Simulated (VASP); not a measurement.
Input of a VASP 6.6.1 run:

Contents of INCAR:

```
PREC     = Accurate       # precision mode
ENCUT    = 600            # plane-wave cutoff, eV
EDIFF    = 1E-6           # SCF threshold, eV
ISMEAR   = -1             # smearing method
SIGMA    = 0.08           # smearing width, eV
LREAL    = F              # projectors in reciprocal space
LASPH    = T              # aspherical terms in the spheres
NELM     = 100            # most SCF steps
ALGO     = Normal         # electronic algorithm
ISIF     = 4              # what is computed and relaxed
LWAVE    = F              # write WAVECAR
LCHARG   = F              # write CHGCAR
GGA      = PE             # functional
IBRION   = 2              # ionic algorithm
NSW      = 50             # ionic steps
EDIFFG   = -0.005         # ionic threshold
```

Contents of KPOINTS:

```
regular mesh
0
Gamma
  15 15 8
```

POSCAR

```
Cd
1.0
    2.3605995267      0.0000000000      0.0000000000
   -1.1802997634      2.0443391583      0.0000000000
    0.0000000000      0.0000000000      3.7547449382
Cd
2
Direct
    0.3333333333      0.6666666667      0.2500000000
    0.6666666667      0.3333333333      0.7500000000
```

Potentials or basis: VASP PAW PBE potentials, release 64 (Cd).

Command:

```bash
$ cat potpaw_PBE.64/Cd/POTCAR > POTCAR
$ mpirun -np 1 vasp_std > vasp.out
```

**Question.** Predict the band gap on the k mesh.

**Answer.** Zero (band 12 reaches 17.00 eV, above the bottom of band 13 at 14.04 eV).

Final structure:
```
Cd
1.0
     2.34965    0.00000    0.00000
    -1.17482    2.03485    0.00000
     0.00000    0.00000    3.78983
Cd
2
Direct
  0.33333 0.66667 0.25000
  0.66667 0.33333 0.75000
```
